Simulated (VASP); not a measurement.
Crystal: Sn3GeTe4.

```xyz
8
Lattice="6.3202 0.0000 0.0000 0.0000 6.3202 0.0000 0.0000 0.0000 6.3202" Properties=species:S:1:pos:R:3 pbc="T T T"
Sn    3.1601    0.0000    3.1601
Sn    0.0000    3.1601    3.1601
Sn    3.1601    3.1601    0.0000
Ge    0.0000    0.0000    0.0000
Te    3.1601    3.1601    3.1601
Te    0.0000    3.1601    0.0000
Te    3.1601    0.0000    0.0000
Te    0.0000    0.0000    3.1601
```

Base run:

| Quantity | Value |
| --- | --- |
| Program | VASP 6.6.1 |
| Functional | PBE |
| Potentials or basis | VASP PAW PBE potentials, release 64 (Sn_d, Ge_d, Te) |
| Cutoff | 520 eV |
| k mesh | 4 × 4 × 4 |
| Occupations | gaussian, width 0.1 eV |
| Spin | no spin polarisation |

Its results: band gap on the k mesh 0.12 eV, direct; pressure -0.2 GPa.

Problem. The run is repeated on the same cell with these changes: k mesh from 4 × 4 × 4 to 6 × 6 × 6; occupations from gaussian, width 0.1 eV to gaussian, width 0.01 eV. What comes out?

Solution. Band gap on the k mesh 0.19 eV, direct; pressure 0.0 GPa.

Caveats: spin-orbit coupling is left out, which moves the levels of the heavy elements.

A k mesh can miss the band edges.
